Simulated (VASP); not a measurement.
# NaI in VASP: further runs

NaI is run at these levels: r2SCAN, PBE; tasks: single point.

Program: VASP 6.6.1. These are calculated values, not measurements. Logs are shortened: lines on timing, memory, paths and dates and some standing lists are left out, and cuts for length are marked.

### 1 The cell of the first run

Symmetry: Immm, No. 71, orthorhombic system. Conventional cell: a = 4.556 Å, b = 4.579 Å, c = 6.459 Å, α = 90.00°, β = 90.00°, γ = 90.00°. Within 4.2 Å of Na (site symmetry mmm) lie 6 I at 3.23 Å. Within 4.2 Å of I (site symmetry mmm) lie 6 Na at 3.23 Å.

### 2 Single point, r2SCAN (shear xy strain -0.5%)

File POSCAR:

```
NaI
1.0
   -0.0080743013      3.2297205115      3.2297205115
    3.2297205115     -0.0080743013      3.2297205115
    3.2216462102      3.2216462102      0.0000000000
Na I
1 1
Direct
    0.0000000000      0.0000000000      0.0000000000
    0.5000000000      0.5000000000      0.5000000000
```

File INCAR.step1:

```
SYSTEM = NaI
ALGO = Normal
EDIFF = 1E-4
ENCUT = 520
GGA = PE
ISMEAR = 0
LASPH = .TRUE.
LCHARG = .FALSE.
LREAL = .FALSE.
LWAVE = .TRUE.
NBANDS = 14
NELM = 100
PREC = Accurate
SIGMA = 0.01
```

File INCAR.step2:

```
SYSTEM = NaI
ALGO = Normal
EDIFF = 1E-7
ENCUT = 520
ISIF = 2
ISMEAR = 0
ISTART = 1
LASPH = .TRUE.
LCHARG = .FALSE.
LMIXTAU = .TRUE.
LREAL = .FALSE.
LWAVE = .FALSE.
METAGGA = R2SCAN
NBANDS = 14
NELM = 100
PREC = Accurate
SIGMA = 0.01
```

File KPOINTS:

```
k-points
0
G
  8 8 8
  0 0 0
```

Potentials or basis: VASP PAW PBE potentials, release 64 (Na_pv, I).

Run with:

```
cat potpaw_PBE.64/Na_pv/POTCAR potpaw_PBE.64/I/POTCAR > POTCAR
cp INCAR.step1 INCAR
mpirun -np 1 vasp_std > vasp.out
cp INCAR.step2 INCAR
mpirun -np 1 vasp_std > vasp.out
```

OUTCAR:

```text
SYSTEM = NaI
   EDIFF = 1E-7
   ENCUT = 520
   ISIF = 2
   ISMEAR = 0
   ISTART = 1
   LASPH = .TRUE.
   LREAL = .FALSE.
   METAGGA = R2SCAN
   NELM = 100
   PREC = Accurate

 ion  position               nearest neighbor table
   1  0.000  0.000  0.000-
   2  0.500  0.500  0.500-

  LATTYP: Found a body centered orthorhombic cell.
 ALAT       =     4.5560957636
 B/A-ratio  =     1.0050125313
 C/A-ratio  =     1.4177579573

  Lattice vectors:

 A1 = (   0.0080743013,  -3.2297205115,  -3.2297205115)
 A2 = (  -0.0080743013,   3.2297205115,  -3.2297205115)
 A3 = (   3.2297205115,  -0.0080743013,   3.2297205115)

Analysis of symmetry for initial positions (statically):
=====================================================================
 Subroutine PRICEL returns:
 Original cell was already a primitive cell.

 Routine SETGRP: Setting up the symmetry group for a
 body centered orthorhombic supercell.

 Subroutine GETGRP returns: Found  8 space group operations
 (whereof  8 operations were pure point group operations)
 out of a pool of  8 trial point group operations.

The static configuration has the point symmetry D_2h.

Analysis of symmetry for dynamics (positions and initial velocities):
=====================================================================
 Subroutine PRICEL returns:
 Original cell was already a primitive cell.

 Routine SETGRP: Setting up the symmetry group for a
 body centered orthorhombic supercell.

 Subroutine GETGRP returns: Found  8 space group operations
 (whereof  8 operations were pure point group operations)
 out of a pool of  8 trial point group operations.

The dynamic configuration has the point symmetry D_2h.

 Subroutine INISYM returns: Found  8 space group operations
 (whereof  8 operations are pure point group operations),
 and found     1 'primitive' translations

----------------------------------------------------------------------------------------

                                     Primitive cell

  volume of cell :      67.3786

  direct lattice vectors                    reciprocal lattice vectors
    -0.008074301  3.229720512  3.229720512    -0.154426092  0.154426092  0.154812157
     3.229720512 -0.008074301  3.229720512     0.154426092 -0.154426092  0.154812157
     3.221646210  3.221646210  0.000000000     0.155200158  0.155200158 -0.154812157

  length of vectors
     4.567521687  4.567521687  4.556095764     0.267696918  0.267696918  0.268590733

  position of ions in fractional coordinates (direct lattice)
     0.000000000  0.000000000  0.000000000
     0.500000000  0.500000000  0.500000000

  ion indices of the primitive-cell ions
   primitive index   ion index
                 1           1
                 2           2

----------------------------------------------------------------------------------------

 KPOINTS: k-points

Automatic generation of k-mesh.
 Grid dimensions read from file:
 generate k-points for:    8    8    8

 Generating k-lattice:

  Cartesian coordinates                     Fractional coordinates (reciprocal lattice)
    -0.019303262  0.019303262  0.019351520     0.125000000  0.000000000  0.000000000
     0.019303262 -0.019303262  0.019351520     0.000000000  0.125000000  0.000000000
     0.019400020  0.019400020 -0.019351520     0.000000000  0.000000000  0.125000000

  Length of vectors
     0.033462115  0.033462115  0.033573842

  Shift w.r.t. Gamma in fractional coordinates (k-lattice)
     0.000000000  0.000000000  0.000000000

 Subroutine IBZKPT returns following result:
 ===========================================

 Found     95 irreducible k-points:

 Following reciprocal coordinates:
            Coordinates               Weight
  0.000000  0.000000  0.000000      1.000000
  0.125000  0.000000  0.000000      4.000000
  0.250000  0.000000  0.000000      4.000000
  0.375000  0.000000  0.000000      4.000000
  0.500000  0.000000  0.000000      2.000000
  0.125000  0.125000  0.000000      2.000000
[... 16 lines left out ...]
  0.125000 -0.000000  0.125000      4.000000
  0.250000 -0.000000  0.125000      8.000000
 [... further k-points ...]
   k-points           NKPTS =     95   k-points in BZ     NKDIM =     95   number of bands    NBANDS=     14
   number of dos      NEDOS =    301   number of ions     NIONS =      2
   total plane-waves  NPLWV =  46656
   dimension x,y,z NGX =    36 NGY =   36 NGZ =   36
   dimension x,y,z NGXF=    72 NGYF=   72 NGZF=   72
   ions per type =               1   1
   NGX,Y,Z   is equivalent  to a cutoff of  13.10, 13.10, 13.14 a.u.
   NGXF,Y,Z  is equivalent  to a cutoff of  26.21, 26.21, 26.27 a.u.
 SYSTEM =  NaI
   PREC   = accura    normal or accurate (medium, high low for compatibility)
   ISTART =      1    job   : 0-new  1-cont  2-samecut
   ICHARG =      0    charge: 1-file 2-atom 10-const
   ISPIN  =      1    spin polarized calculation?
   LNONCOLLINEAR =      F non collinear calculations
   LSORBIT =      F    spin-orbit coupling
[... 64 lines left out ...]
      4     -10.8387      2.00000
      5       0.5120      2.00000
      6       0.5233      2.00000
      7       0.5348      2.00000
      8       4.9812      0.00000
      9       8.9692      0.00000
     10       8.9981      0.00000
     11       9.0269      0.00000
     12      10.8599      0.00000
     13      10.8601      0.00000
     14      11.6459      0.00000

 k-point     2 :       0.1250    0.0000    0.0000
  band No.  band energies     occupation
      1     -22.7216      2.00000
      2     -22.7213      2.00000
      3     -22.7209      2.00000
      4     -10.7926      2.00000
      5       0.0721      2.00000
      6       0.4729      2.00000
      7       0.4873      2.00000
      8       5.4835      0.00000
      9       8.6320      0.00000
     10       9.1541      0.00000
     11       9.1914      0.00000
     12      10.4860      0.00000
     13      10.4967      0.00000
     14      12.3149      0.00000

 k-point     3 :       0.2500    0.0000    0.0000
  band No.  band energies     occupation
      1     -22.7234      2.00000
      2     -22.7215      2.00000
      3     -22.7210      2.00000
      4     -10.6770      2.00000
      5      -0.7643      2.00000
      6       0.3653      2.00000
      7       0.3776      2.00000
      8       6.1879      0.00000
      9       8.6855      0.00000
     10       9.0969      0.00000
     11       9.1238      0.00000
     12      10.7004      0.00000
     13      10.7334      0.00000
     14      11.8828      0.00000

 k-point     4 :       0.3750    0.0000    0.0000
  band No.  band energies     occupation
      1     -22.7252      2.00000
      2     -22.7216      2.00000
      3     -22.7211      2.00000
      4     -10.5544      2.00000
      5      -1.4358      2.00000
      6       0.2640      2.00000
      7       0.2744      2.00000
      8       6.2747      0.00000
      9       8.7427      0.00000
     10       8.7682      0.00000
     11       9.7376      0.00000
     12      11.4821      0.00000
     13      11.9501      0.00000
     14      11.9942      0.00000

 k-point     5 :       0.5000    0.0000    0.0000
  band No.  band energies     occupation
      1     -22.7260      2.00000
      2     -22.7216      2.00000
      3     -22.7211      2.00000
      4     -10.5014      2.00000
      5      -1.6861      2.00000
      6       0.2237      2.00000
      7       0.2334      2.00000
      8       6.2264      0.00000
      9       8.5979      0.00000
     10       8.6240      0.00000
     11      10.3417      0.00000
[... 276 lines left out ...]
 k-point    22 :       0.0000    0.0000    0.1250
  band No.  band energies     occupation
      1     -22.7219      2.00000
      2     -22.7212      2.00000
      3     -22.7207      2.00000
      4     -10.7920      2.00000
      5       0.0849      2.00000
      6       0.4646      2.00000
      7       0.4788      2.00000
      8       5.4831      0.00000
      9       8.6568      0.00000
     10       9.1374      0.00000
     11       9.1750      0.00000
     12      10.4770      0.00000
     13      10.4874      0.00000
     14      12.3105      0.00000

 k-point    23 :       0.1250   -0.0000    0.1250
  band No.  band energies     occupation
      1     -22.7218      2.00000
      2     -22.7212      2.00000
      3     -22.7210      2.00000
      4     -10.7774      2.00000
      5       0.0740      2.00000
      6       0.3927      2.00000
      7       0.3930      2.00000
      8       5.6628      0.00000
      9       8.3039      0.00000
     10       9.3903      0.00000
     11       9.3904      0.00000
     12       9.7313      0.00000
     13      11.0424      0.00000
     14      12.7810      0.00000

 k-point    24 :       0.2500   -0.0000    0.1250
  band No.  band energies     occupation
      1     -22.7228      2.00000
      2     -22.7216      2.00000
      3     -22.7213      2.00000
      4     -10.6862      2.00000
      5      -0.5490      2.00000
      6       0.2633      2.00000
      7       0.2903      2.00000
      8       6.3772      0.00000
      9       8.0126      0.00000
     10       8.8876      0.00000
     11       9.6041      0.00000
     12      10.1746      0.00000
     13      11.2671      0.00000
     14      12.9178      0.00000

 [... further k-points ...]
[... 5 lines left out ...]
  --------------------------------------------------------------------------------------
  -------------------------------------------------------------------------------------
  Total       -0.0321707     -0.0321707     -0.0330763      0.0178627      0.0000000      0.0000000
  in kB       -0.7649774     -0.7649774     -0.7865115      0.4247518      0.0000000      0.0000000
  external PRESSURE =      -0.7721554 kB  Pullay stress =       0.0000000 kB

 VOLUME and BASIS-vectors are now :
 -----------------------------------------------------------------------------
  energy-cutoff  :      520.00
  volume of cell :       67.38
      direct lattice vectors                 reciprocal lattice vectors
    -0.008074301  3.229720512  3.229720512    -0.154426092  0.154426092  0.154812157
     3.229720512 -0.008074301  3.229720512     0.154426092 -0.154426092  0.154812157
     3.221646210  3.221646210  0.000000000     0.155200158  0.155200158 -0.154812157

 POSITION                                       TOTAL-FORCE (eV/Angst)
 -----------------------------------------------------------------------------------
      0.00000      0.00000      0.00000         0.000000     -0.000000      0.000000
      3.22165      3.22165      3.22972         0.000000      0.000000     -0.000000
 -----------------------------------------------------------------------------------
    total drift:                                0.000000      0.000000      0.000000

  FREE ENERGIE OF THE ION-ELECTRON SYSTEM (eV)
  ---------------------------------------------------
  free  energy   TOTEN  =       -31.0858126492 eV

  energy  without entropy=      -31.0858126492  energy(sigma->0) =      -31.08581265
```

It took 4.5 min on 1 thread of Intel Xeon 6975P-C, shared host; peak memory 0.27 GiB.

What came out:

| Quantity | Value |
| --- | --- |
| Free energy | -31.0858 eV |
| Pressure | -0.1 GPa |
| Band gap on the k mesh | 4.45 eV, direct |

Levels at points of the mesh, in eV from the valence-band top:
```csv
k point,band 5,band 6,band 7,band 8,band 9,band 10
"(0.00, 0.00, 0.00)",-0.02,-0.01,0.00,4.45,8.43,8.46
"(0.50, 0.00, 0.00)",-2.22,-0.31,-0.30,5.69,8.06,8.09
"(0.50, 0.50, 0.00)",-1.97,-0.80,-0.76,5.22,6.00,10.76
"(0.00, 0.00, 0.50)",-2.22,-0.32,-0.31,5.68,8.04,8.06
"(0.50, 0.00, 0.50)",-1.97,-0.78,-0.78,5.22,6.00,10.76
```

Caveat: the cell differs from its parent crystal (shear xy strain -0.5%); the PAW data sets were made with another functional, which shifts forces and pressure a little; spin-orbit coupling is left out, which moves the levels of the heavy elements.

### 3 Single point, PBE (strain -4.0%)

File INCAR:

```
SYSTEM = NaI
PREC = Accurate ; ENCUT = 520
EDIFF = 1E-7 ; ISMEAR = 0
SIGMA = 0.01 ; LREAL = .False.
LASPH = .True. ; NELM = 100
ALGO = Normal ; ISIF = 2
LWAVE = .False. ; LCHARG = .False.
GGA = PE ; NBANDS = 14
```

File KPOINTS:

```
Automatic mesh
0
Gamma
  4 4 4
  0 0 0
```

File POSCAR:

```
NaI
1.0
    0.0000000000      3.1005316910      3.1005316910
    3.1005316910      0.0000000000      3.1005316910
    3.1005316910      3.1005316910      0.0000000000
Na I
1 1
Direct
    0.0000000000      0.0000000000      0.0000000000
    0.5000000000      0.5000000000      0.5000000000
```

Potentials or basis: VASP PAW PBE potentials, release 64 (Na_pv, I).

Run with:

```
cat potpaw_PBE.64/Na_pv/POTCAR potpaw_PBE.64/I/POTCAR > POTCAR
mpirun -np 1 vasp_std > vasp.out
```

It took 17 s on 1 thread of Intel Xeon Platinum 8375C at 2.90GHz (Ice Lake), shared host; peak memory 0.19 GiB.

The run converged. Its results:

```
Free energy            : -5.2861 eV
Pressure               : 3.5 GPa
Band gap on the k mesh : 4.02 eV, direct
```

Levels at points of the mesh, in eV from the valence-band top:
```csv
k point,band 5,band 6,band 7,band 8,band 9,band 10
"(0.00, 0.00, 0.00)",0.00,0.00,0.00,4.02,7.90,7.90
"(0.50, 0.00, 0.00)",-2.68,-0.37,-0.37,5.11,7.54,7.54
"(0.50, 0.50, 0.00)",-2.36,-0.94,-0.94,4.57,5.28,10.73
```

Caveat: the k points lie up to 0.44 Å⁻¹ apart; the cell differs from its parent crystal (strain -4.0%); spin-orbit coupling is left out, which moves the levels of the heavy elements.

### 4 Single point, PBE (epitaxial 111 strain +1.0%)

File INCAR:

```
  PREC = Accurate
  ENCUT = 520
  EDIFF = 1E-6
  ISMEAR = 0
  SIGMA = 0.01
  LREAL = False
  LASPH = True
  NELM = 60
  ALGO = Normal
  ISIF = 2
  LWAVE = False
  LCHARG = False
  GGA = PE
  NBANDS = 14
```

File KPOINTS:

```
regular mesh
0
Gamma
  4 4 4
```

File POSCAR:

```
NaI
1.0
   -0.0386514326      3.2233662840      3.2233662840
    3.2233662840     -0.0386514326      3.2233662840
    3.2233662840      3.2233662840     -0.0386514326
Na I
1 1
Direct
    0.0000000000      0.0000000000      0.0000000000
    0.5000000000      0.5000000000      0.5000000000
```

Run with:

```
cat potpaw_PBE.64/Na_pv/POTCAR potpaw_PBE.64/I/POTCAR > POTCAR
mpirun -np 1 vasp_std > vasp.out
```

Run time: 19 s. Hardware: 1 thread of Intel Xeon Platinum 8375C at 2.90GHz (Ice Lake), shared host; peak memory 0.2 GiB.

Results (log left out):

| Item | Value |
| --- | --- |
| Free energy | -5.3798 eV |
| Pressure | 0.4 GPa |
| Band gap on the k mesh | 3.57 eV, direct |

Stress tensor (GPa, compression positive):
```
0.40 0.09 0.09
0.09 0.40 0.09
0.09 0.09 0.40
```

Levels at points of the mesh, in eV from the valence-band top:
```csv
k point,band 4,band 5,band 6,band 7,band 8,band 9,band 10,band 11
"(0.00, 0.00, 0.00)",-11.05,-0.08,-0.08,0.00,3.57,7.81,7.81,8.01
"(0.50, 0.00, 0.00)",-10.75,-2.22,-0.33,-0.29,5.05,7.35,7.48,8.62
"(0.50, 0.50, 0.00)",-10.67,-1.93,-0.82,-0.75,4.43,5.51,9.77,11.19
"(0.50, 0.50, 0.50)",-10.73,-2.20,-0.37,-0.37,4.99,7.30,7.30,8.67
```

Caveat: the cell differs from its parent crystal (epitaxial 111 strain +1.0%); spin-orbit coupling is left out, which moves the levels of the heavy elements.

### 5 Single point, PBE (uniaxial z strain -0.5%)

File INCAR:

```
SYSTEM = NaI
PREC = Accurate
ENCUT = 520
EDIFF = 1E-6
ISMEAR = 0
SIGMA = 0.01
LREAL = .False.
LASPH = .True.
NELM = 60
ALGO = Normal
ISIF = 2
LWAVE = .False.
LCHARG = .False.
GGA = PE
NBANDS = 14
```

File KPOINTS:

```
regular mesh
0
Gamma
  4 4 4
  0 0 0
```

File POSCAR:

```
NaI
1.0
    0.0000000000      3.2297205115      3.2135719090
    3.2297205115      0.0000000000      3.2135719090
    3.2297205115      3.2297205115      0.0000000000
Na I
1 1
Direct
    0.0000000000      0.0000000000      0.0000000000
    0.5000000000      0.5000000000      0.5000000000
```

Run with:

```
cat potpaw_PBE.64/Na_pv/POTCAR potpaw_PBE.64/I/POTCAR > POTCAR
mpirun -np 1 vasp_std > vasp.out
```

It took 20 s on 1 thread of Intel Xeon Platinum 8375C at 2.90GHz (Ice Lake), shared host; peak memory 0.2 GiB.

Results (log left out):

| Property | Result |
| --- | --- |
| Free energy | -5.3765 eV |
| Pressure | 0.7 GPa |
| Band gap on the k mesh | 3.67 eV, direct |

Stress tensor (GPa, compression positive):
```
0.65 0.00 0.00
0.00 0.65 0.00
0.00 0.00 0.79
```

Levels at points of the mesh, in eV from the valence-band top:
```tsv
k point	band 4	band 5	band 6	band 7	band 8	band 9	band 10	band 11
(0.00, 0.00, 0.00)	-11.05	-0.01	0.00	0.00	3.67	7.91	7.91	7.95
(0.50, 0.00, 0.00)	-10.72	-2.22	-0.29	-0.29	5.09	7.43	7.47	8.81
(0.50, 0.50, 0.00)	-10.64	-1.94	-0.77	-0.77	4.49	5.52	9.97	11.35
(0.50, 0.00, 0.50)	-10.64	-1.94	-0.77	-0.75	4.50	5.53	9.93	11.33
```

Caveat: the k points lie up to 0.42 Å⁻¹ apart; the cell differs from its parent crystal (uniaxial z strain -0.5%); spin-orbit coupling is left out, which moves the levels of the heavy elements.

### 6 Single point, PBE (uniaxial x strain +5.0%)

File INCAR:

```
SYSTEM = NaI
ALGO = Normal ; EDIFF = 1E-6
ENCUT = 520 ; GGA = PE
ISIF = 2 ; ISMEAR = 0
LASPH = .TRUE. ; LCHARG = .FALSE.
LREAL = .FALSE. ; LWAVE = .FALSE.
NBANDS = 14 ; NELM = 60
PREC = Accurate ; SIGMA = 0.01
```

File KPOINTS:

```
k-points
0
G
  4 4 4
  0 0 0
```

File POSCAR:

```
NaI
1.0
    0.0000000000      3.2297205115      3.2297205115
    3.3912065371      0.0000000000      3.2297205115
    3.3912065371      3.2297205115      0.0000000000
Na I
1 1
Direct
    0.0000000000      0.0000000000      0.0000000000
    0.5000000000      0.5000000000      0.5000000000
```

Potentials or basis: VASP PAW PBE potentials, release 64 (Na_pv, I).

Run with:

```
cat potpaw_PBE.64/Na_pv/POTCAR potpaw_PBE.64/I/POTCAR > POTCAR
mpirun -np 1 vasp_std > vasp.out
```

Wall time 24 s (1 thread of Intel Xeon Platinum 8375C at 2.90GHz (Ice Lake), shared host); peak memory 0.2 GiB.

The run converged. Its results:

- Free energy: -5.3755 eV
- Pressure: -0.1 GPa
- Band gap on the k mesh: 3.50 eV, direct

Stress tensor (GPa, compression positive):
```
-0.70  0.00  0.00
 0.00  0.19  0.00
 0.00  0.00  0.19
```

Levels at points of the mesh, in eV from the valence-band top:
```
           k point  band 4  band 5  band 6  band 7  band 8  band 9  band 10  band 11
(0.00, 0.00, 0.00)  -10.95   -0.05   -0.05    0.00    3.50    7.69     8.01     8.01
(0.50, 0.00, 0.00)  -10.67   -2.07   -0.33   -0.25    5.04    7.22     7.56     8.39
(0.50, 0.50, 0.00)  -10.59   -1.80   -0.85   -0.66    4.42    5.57     9.69    10.58
(0.00, 0.50, 0.50)  -10.63   -1.80   -0.65   -0.65    4.47    5.67     9.33    11.16
```

Caveat: the cell differs from its parent crystal (uniaxial x strain +5.0%); spin-orbit coupling is left out, which moves the levels of the heavy elements.

### 7 The runs side by side

```tsv
level	cell	k mesh	gap on the mesh (eV)	pressure (GPa)
r2SCAN	a = 4.568, b = 4.568, c = 4.556 Å, angles 60.1, 60.1, 60.2°, 2 atoms	8 × 8 × 8	4.45	-0.1
PBE	a = 4.385 Å, angles 60.0°, 2 atoms	4 × 4 × 4	4.02	3.5
PBE	a = 4.559 Å, angles 60.8°, 2 atoms	4 × 4 × 4	3.57	0.4
PBE	a = 4.556, b = 4.556, c = 4.568 Å, angles 59.9, 59.9, 60.2°, 2 atoms	4 × 4 × 4	3.67	0.7
PBE	a = 4.568, b = 4.683, c = 4.683 Å, angles 58.4, 60.8, 60.8°, 2 atoms	4 × 4 × 4	3.50	-0.1
```

Alike in all rows: task single point; potentials or basis VASP PAW PBE potentials, release 64 (Na_pv, I); no spin polarisation; cutoff (eV) 520; smearing gaussian 0.01 eV.

Caveats: some runs use coarse meshes; spin-orbit coupling is left out, which moves the levels of the heavy elements; the PAW data sets were made with another functional, which shifts forces and pressure a little (some runs).

Total energies depend on the potentials used, so only differences within one code and one set of settings carry meaning.
